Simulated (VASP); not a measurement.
# Ni (Fm-3m) in VASP: notebook

Ni is run at these levels: r2SCAN; tasks: single point.

Everything below comes from runs of VASP 6.6.1. Logs are shortened: lines on timing, memory, paths and dates and some standing lists are left out, and cuts for length are marked.

### 1 The cell of the first run

It takes space group Fm-3m (No. 225, cubic). The conventional cell has a = 3.466 Å, b = 3.466 Å, c = 3.466 Å, α = 90.00°, β = 90.00°, γ = 90.00°. Ni (site symmetry m-3m) has 12 Ni at 2.45 Å within 3.2 Å.

### 2 Single point, r2SCAN

POSCAR

```
Ni
1.0
    0.0000000000      1.7330608651      1.7330608651
    1.7330608651      0.0000000000      1.7330608651
    1.7330608651      1.7330608651      0.0000000000
Ni
1
Direct
    0.0000000000      0.0000000000      0.0000000000
```

INCAR.step1

```
PREC = Accurate
ENCUT = 520
ISMEAR = 0
SIGMA = 0.01
LREAL = False
LASPH = True
NELM = 100
NBANDS = 11
GGA = PE
ALGO = Normal
EDIFF = 1E-4
LWAVE = True
LCHARG = False
```

INCAR.step2

```
PREC = Accurate
ENCUT = 520
EDIFF = 1E-7
ISMEAR = 0
SIGMA = 0.01
LREAL = False
LASPH = True
NELM = 100
ALGO = Normal
ISIF = 2
LWAVE = False
LCHARG = True
METAGGA = R2SCAN
LMIXTAU = True
LELF = True
LVHAR = True
NBANDS = 11
ISTART = 1
```

KPOINTS

```
regular mesh
0
Gamma
  15 15 15
```

Potentials or basis: VASP PAW PBE potentials, release 64 (Ni).

Launch:

```
> cat potpaw_PBE.64/Ni/POTCAR > POTCAR
> cp INCAR.step1 INCAR
> mpirun -np 1 vasp_std > vasp.out
> cp INCAR.step2 INCAR
> mpirun -np 1 vasp_std > vasp.out
```

OUTCAR:

```text
PREC = Accurate
   ENCUT = 520
   EDIFF = 1E-7
   ISMEAR = 0
   LREAL = False
   LASPH = True
   NELM = 100
   ISIF = 2
   METAGGA = R2SCAN
   ISTART = 1

 ion  position               nearest neighbor table
   1  0.000  0.000  0.000-

  LATTYP: Found a face centered cubic cell.
 ALAT       =     3.4661217302

  Lattice vectors:

 A1 = (   0.0000000000,   1.7330608651,   1.7330608651)
 A2 = (   1.7330608651,   0.0000000000,   1.7330608651)
 A3 = (   1.7330608651,   1.7330608651,   0.0000000000)

Analysis of symmetry for initial positions (statically):
=====================================================================
 Subroutine PRICEL returns:
 Original cell was already a primitive cell.

 Routine SETGRP: Setting up the symmetry group for a
 face centered cubic supercell.

 Subroutine GETGRP returns: Found 48 space group operations
 (whereof 48 operations were pure point group operations)
 out of a pool of 48 trial point group operations.

The static configuration has the point symmetry O_h .

Analysis of symmetry for dynamics (positions and initial velocities):
=====================================================================
 Subroutine PRICEL returns:
 Original cell was already a primitive cell.

 Routine SETGRP: Setting up the symmetry group for a
 face centered cubic supercell.

 Subroutine GETGRP returns: Found 48 space group operations
 (whereof 48 operations were pure point group operations)
 out of a pool of 48 trial point group operations.

The dynamic configuration has the point symmetry O_h .

 Subroutine INISYM returns: Found 48 space group operations
 (whereof 48 operations are pure point group operations),
 and found     1 'primitive' translations

----------------------------------------------------------------------------------------

                                     Primitive cell

  volume of cell :      10.4105

  direct lattice vectors                    reciprocal lattice vectors
     0.000000000  1.733060865  1.733060865    -0.288506890  0.288506890  0.288506890
     1.733060865  0.000000000  1.733060865     0.288506890 -0.288506890  0.288506890
     1.733060865  1.733060865  0.000000000     0.288506890  0.288506890 -0.288506890

  length of vectors
     2.450918180  2.450918180  2.450918180     0.499708591  0.499708591  0.499708591

  position of ions in fractional coordinates (direct lattice)
     0.000000000  0.000000000  0.000000000

  ion indices of the primitive-cell ions
   primitive index   ion index
                 1           1

----------------------------------------------------------------------------------------

 KPOINTS: regular mesh

Automatic generation of k-mesh.
 Grid dimensions read from file:
 generate k-points for:   15   15   15

 Generating k-lattice:

  Cartesian coordinates                     Fractional coordinates (reciprocal lattice)
    -0.019233793  0.019233793  0.019233793     0.066666667  0.000000000  0.000000000
     0.019233793 -0.019233793  0.019233793     0.000000000  0.066666667  0.000000000
     0.019233793  0.019233793 -0.019233793     0.000000000  0.000000000  0.066666667

  Length of vectors
     0.033313906  0.033313906  0.033313906

  Shift w.r.t. Gamma in fractional coordinates (k-lattice)
     0.000000000  0.000000000  0.000000000

 Subroutine IBZKPT returns following result:
 ===========================================

 Found    120 irreducible k-points:

 Following reciprocal coordinates:
            Coordinates               Weight
  0.000000  0.000000  0.000000      1.000000
  0.066667  0.000000  0.000000      8.000000
  0.133333  0.000000  0.000000      8.000000
  0.200000  0.000000  0.000000      8.000000
  0.266667  0.000000  0.000000      8.000000
  0.333333  0.000000  0.000000      8.000000
[... 16 lines left out ...]
  0.133333  0.133333  0.000000      6.000000
  0.200000  0.133333  0.000000     24.000000
 [... further k-points ...]
   k-points           NKPTS =    120   k-points in BZ     NKDIM =    120   number of bands    NBANDS=     11
   number of dos      NEDOS =    301   number of ions     NIONS =      1
   total plane-waves  NPLWV =   5832
   dimension x,y,z NGX =    18 NGY =   18 NGZ =   18
   dimension x,y,z NGXF=    36 NGYF=   36 NGZF=   36
   ions per type =               1
   NGX,Y,Z   is equivalent  to a cutoff of  12.21, 12.21, 12.21 a.u.
   NGXF,Y,Z  is equivalent  to a cutoff of  24.42, 24.42, 24.42 a.u.
 SYSTEM =  unknown system
   PREC   = accura    normal or accurate (medium, high low for compatibility)
   ISTART =      1    job   : 0-new  1-cont  2-samecut
   ICHARG =      0    charge: 1-file 2-atom 10-const
   ISPIN  =      1    spin polarized calculation?
   LNONCOLLINEAR =      F non collinear calculations
   LSORBIT =      F    spin-orbit coupling
   LASPH  =      T    aspherical Exc in radial PAW
   ENCUT  =  520.0 eV  38.22 Ry    6.18 a.u.   4.56  4.56  4.56*2*pi/ulx,y,z
   NELM   =    100;   NELMIN=  2; NELMDL=  0     # of ELM steps
   EDIFF  = 0.1E-06   stopping-criterion for ELM
   LREAL  =      F    real-space projection
   EDIFFG = 0.1E-05   stopping-criterion for IOM
   NSW    =      0    number of steps for IOM
   IBRION =     -1    ionic relax: 0-MD 1-quasi-New 2-CG
   NFREE  =      0    steps in history (QN), initial steepest desc. (CG)
   ISIF   =      2    stress and relaxation
   ISYM   =      2    0-nonsym 1-usesym 2-fastsym
   POTIM  = 0.5000    time-step for ionic-motion
   TEBEG  =    0.0;   TEEND  =   0.0 temperature during run
   PSTRESS=    0.0 pullay stress
   NELECT =      10.0000    total number of electrons
   NUPDOWN=      -1.0000    fix difference up-down
   EMIN   =  10.00;   EMAX   =-10.00  energy-range for DOS
   EFERMI =   0.00;   METHOD = LEGACY
   ISMEAR =     0;   SIGMA  =   0.01  broadening in eV -4-tet -1-fermi 0-gaus
   EFERMI_NEDOS =   21; number of points for ismear=-14 and -15
   IALGO  =     38    algorithm
   IMIX   =      4    mixing-type and parameters
     AMIX     =   0.40;   BMIX     =  1.00
     AMIX_MAG =   1.60;   BMIX_MAG =  1.00
  volume/ion in A,a.u.               =      10.41        70.25
  Fermi-wavevector in a.u.,A,eV,Ry     =   1.615292  3.052459 35.499885  2.609168
  Thomas-Fermi vector in A             =   2.710063
   LORBIT       =      0    0 simple, 1 ext, 2 COOP (PROOUT), +10 PAW based schemes
   METAGGA = R2SCAN    functional components
   LHFCALC =     F    Hartree Fock is set to
   AEXX    =    0.0000 exact exchange contribution
   IVDW    =     0    specifies the selected vdW correction
   LEPSILON=     F    determine dielectric tensor
   LRPA    =     F    only Hartree local field effects (RPA)
 non-spin polarized calculation
 Gauss-broadening in eV      SIGMA  =   0.01
  energy-cutoff  :      520.00
  volume of cell :       10.41
 maximum number of plane-waves:       295
   NGX =  9   NGY =  9   NGZ =  9

 number of electron       9.9999995 magnetization

 Free energy of the ion-electron system (eV)
  ---------------------------------------------------
  ext. energy  EPLUGINS =         0.00000000
  ---------------------------------------------------
  free energy    TOTEN  =       -11.82955210 eV

  energy without entropy =      -11.82931585  energy(sigma->0) =      -11.82943397

 E-fermi :   9.5803     XC(G=0): -14.6564

 val. band max:        9.5793394623   @ k =  -0.4667   0.2000   0.0000
 cond. band min:       9.5958170204   @ k =   0.4667   0.1333   0.0000
 fundamental gap:      0.0164775581
 Fermi energy:         9.5802724849

 k-point     1 :       0.0000    0.0000    0.0000
  band No.  band energies     occupation
      1       0.1303      2.00000
      2       7.6118      2.00000
      3       7.6119      2.00000
      4       7.6119      2.00000
      5       8.7223      2.00000
      6       8.7223      2.00000
      7      34.7573      0.00000
      8      39.4308      0.00000
      9      39.4308      0.00000
     10      39.4309      0.00000
     11      42.3353      0.00000

 k-point     2 :       0.0667    0.0000    0.0000
  band No.  band energies     occupation
      1       0.3171      2.00000
      2       7.5584      2.00000
      3       7.6546      2.00000
      4       7.6547      2.00000
      5       8.7040      2.00000
      6       8.7040      2.00000
      7      34.1916      0.00000
      8      37.2928      0.00000
      9      38.9881      0.00000
     10      38.9883      0.00000
     11      42.9766      0.00000

 k-point     3 :       0.1333    0.0000    0.0000
  band No.  band energies     occupation
      1       0.8654      2.00000
      2       7.4189      2.00000
      3       7.7553      2.00000
      4       7.7553      2.00000
      5       8.6764      2.00000
      6       8.6765      2.00000
      7      31.5638      0.00000
      8      35.9929      0.00000
      9      38.2237      0.00000
     10      38.2238      0.00000
     11      43.5989      0.00000

 k-point     4 :       0.2000    0.0000    0.0000
  band No.  band energies     occupation
      1       1.7327      2.00000
      2       7.2564      2.00000
      3       7.8253      2.00000
      4       7.8253      2.00000
      5       8.7240      2.00000
      6       8.7240      2.00000
      7      28.0133      0.00000
      8      35.4397      0.00000
      9      37.5509      0.00000
     10      37.5510      0.00000
     11      43.7388      0.00000
[... 239 lines left out ...]
 k-point    22 :      -0.0667    0.0667    0.0000
  band No.  band energies     occupation
      1       0.6243      2.00000
      2       7.4627      2.00000
      3       7.7176      2.00000
      4       7.7342      2.00000
      5       8.6160      2.00000
      6       8.7451      2.00000
      7      33.2683      0.00000
      8      35.2393      0.00000
      9      37.9572      0.00000
     10      40.0977      0.00000
     11      42.5029      0.00000

 k-point    23 :       0.1333    0.1333    0.0000
  band No.  band energies     occupation
      1       1.1055      2.00000
      2       7.2476      2.00000
      3       7.8951      2.00000
      4       7.8951      2.00000
      5       8.4075      2.00000
      6       8.8481      2.00000
      7      33.3404      0.00000
      8      34.9702      0.00000
      9      34.9703      0.00000
     10      36.0030      0.00000
     11      43.6490      0.00000

 k-point    24 :       0.2000    0.1333    0.0000
  band No.  band energies     occupation
      1       1.7410      2.00000
      2       7.0672      2.00000
      3       7.9752      2.00000
      4       8.0291      2.00000
      5       8.3623      2.00000
      6       8.9211      2.00000
      7      30.8651      0.00000
      8      33.7914      0.00000
      9      33.8990      0.00000
     10      36.4333      0.00000
     11      41.8500      0.00000

 [... further k-points ...]
[... 5 lines left out ...]
  --------------------------------------------------------------------------------------
  -------------------------------------------------------------------------------------
  Total       -0.0093742     -0.0093742     -0.0093742      0.0000000      0.0000000      0.0000000
  in kB       -1.4426926     -1.4426926     -1.4426926      0.0000000      0.0000000      0.0000000
  external PRESSURE =      -1.4426926 kB  Pullay stress =       0.0000000 kB

 VOLUME and BASIS-vectors are now :
 -----------------------------------------------------------------------------
  energy-cutoff  :      520.00
  volume of cell :       10.41
      direct lattice vectors                 reciprocal lattice vectors
     0.000000000  1.733060865  1.733060865    -0.288506890  0.288506890  0.288506890
     1.733060865  0.000000000  1.733060865     0.288506890 -0.288506890  0.288506890
     1.733060865  1.733060865  0.000000000     0.288506890  0.288506890 -0.288506890

 POSITION                                       TOTAL-FORCE (eV/Angst)
 -----------------------------------------------------------------------------------
      0.00000      0.00000      0.00000         0.000000      0.000000      0.000000
 -----------------------------------------------------------------------------------
    total drift:                                0.000000     -0.000000      0.000000

  FREE ENERGIE OF THE ION-ELECTRON SYSTEM (eV)
  ---------------------------------------------------
  free  energy   TOTEN  =       -11.8295520971 eV

  energy  without entropy=      -11.8293158465  energy(sigma->0) =      -11.82943397
```

Run time: 32 s. Hardware: 1 thread of Intel Xeon 6975P-C (Granite Rapids), shared host; peak memory 0.12 GiB.

Results:

| Item | Value |
| --- | --- |
| Free energy | -11.8296 eV |
| Pressure | -0.1 GPa |
| Band gap on the k mesh | zero (bands 5 and 6 overlap by 1.12 eV) |

Caveat: the PAW data sets were made with another functional, which shifts forces and pressure a little; the run has no spin polarisation, though such a crystal can be magnetic. Spin polarisation is off, so any magnetic state and its effect on volume and gap are missing.

[end of part 1 of 2]
